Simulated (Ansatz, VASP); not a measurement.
**Ta2N in VASP and in Ansatz**

INCAR

```
PREC = Accurate
ENCUT = 520
EDIFF = 1E-6
ISMEAR = 0
SIGMA = 0.15
LREAL = False
LASPH = True
NELM = 100
ALGO = Normal
ISIF = 2
LWAVE = False
LCHARG = False
GGA = PE
NBANDS = 20
```

Contents of KPOINTS:

```
Automatic mesh
0
Gamma
  18 18 10
```

File POSCAR:

```
Ta2N
1.0
    3.1011400595      0.0000000000      0.0000000000
   -1.5505700297      2.6856660722      0.0000000000
    0.0000000000      0.0000000000      4.8818900388
Ta N
2 1
Direct
    0.6666666667      0.3333333333      0.7441914962
    0.3333333333      0.6666666667      0.2543814310
    0.0000000000      0.0000000000      0.0184354828
```

Input for Ansatz:

```yaml
crystal:
  lattice:
    - [3.1011400595, 0.0, 0.0]
    - [-1.5505700297, 2.6856660722, 0.0]
    - [0.0, 0.0, 4.8818900388]
  atoms:
    - { symbol: Ta, position: [0.6666666667, 0.3333333333, 0.7441914962] }
    - { symbol: Ta, position: [0.3333333333, 0.6666666667, 0.254381431] }
    - { symbol: "N", position: [0.0, 0.0, 0.0184354828] }
basis:
  ecutwfc: 420
kpoints:
  mp_grid: { grid: [18, 18, 10] }
hamiltonian:
  xc: pbe
scf:
  occupations: { method: gaussian, width: 0.15 }
output:
  forces: true
  stress: true
  eigenvalues: true
```

Change from the starting cell: mode 9 (548.2 1/cm) frozen in, largest displacement +0.090 Å.

Alike in both runs: task single point; functional PBE; k mesh 18 × 18 × 10; occupations gaussian, width 0.15 eV; no spin polarisation.

|  | VASP | Ansatz |
| --- | --- | --- |
| version | VASP 6.6.1 | Ansatz 0.2.0 |
| potentials or method | VASP PAW PBE potentials, release 64 (Ta_pv, N), cutoff 520 eV | scalar-relativistic, plane waves, PAW |
| valence electrons in the cell | 27 | 31 |

```csv
,VASP,Ansatz,Ansatz less VASP
gap on the k mesh at the Fermi level (eV),none,none,-
pressure (GPa),1.2,0.8,-0.44
"traceless stress, the component that is largest in VASP (GPa)",-0.60,-0.54,+0.059
rms of the force components (eV/Å),0.567,0.562,-0.0048
```

Atom by atom the forces differ by 0.022 eV/Å (rms over components). A gap of «none» marks a metal or a gap that the smearing closes. VASP's potentials hold 27 valence electrons a cell and Ansatz's 31, so a difference there can come from the potentials and not from the codes.

Neither program's run includes spin-orbit coupling.
